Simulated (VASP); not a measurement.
Write the native input for VASP 6.6.1 that does the following.

| Item | Value |
| --- | --- |
| Task | single point |
| Functional | PBE |
| Potentials or basis | VASP PAW PBE potentials, release 64 (Zn, O) |
| Cutoff | 520 eV |
| k mesh | 12 × 12 × 7 |
| Occupations | fermi-dirac, width 0.05 eV |
| Spin | no spin polarisation |
| Dipole correction | no |
| Further INCAR settings | ALGO = Normal; EDIFF = 1e-07; NBANDS = 26 |

The structure of ZnO (wurtzite type) lies in POSCAR:

```
ZnO
1.0
    3.0901930574      0.0000000000      0.0000000000
   -1.5450965287      2.6761856903      0.0000000000
    0.0000000000      0.0000000000      4.9905157067
Zn O
2 2
Direct
    0.3333333333      0.6666666667     -0.0013225683
    0.6666666667      0.3333333333      0.4986774317
    0.3333333333      0.6666666667      0.3773225683
    0.6666666667      0.3333333333      0.8773225683
```

These files were run (other wordings do the same):

INCAR

```
SYSTEM = ZnO
PREC = Accurate
ENCUT = 520
EDIFF = 1E-7
ISMEAR = -1
SIGMA = 0.05
LREAL = .False.
LASPH = .True.
NELM = 60
ALGO = Normal
ISIF = 2
LWAVE = .False.
LCHARG = .False.
GGA = PE
NBANDS = 26
```

KPOINTS

```
regular mesh
0
Gamma
  12 12 7
  0 0 0
```

Potentials or basis: VASP PAW PBE potentials, release 64 (Zn, O).

Run with:

```bash
$ cat potpaw_PBE.64/Zn/POTCAR potpaw_PBE.64/O/POTCAR > POTCAR
$ mpirun -np 1 vasp_std > vasp.out
```

It gave:

```
Pressure               : 36.0 GPa
Band gap on the k mesh : 0.98 eV, direct
```

It took 60 s on 1 thread of Intel Xeon 6975P-C (shared host), peak memory 0.2 GiB.
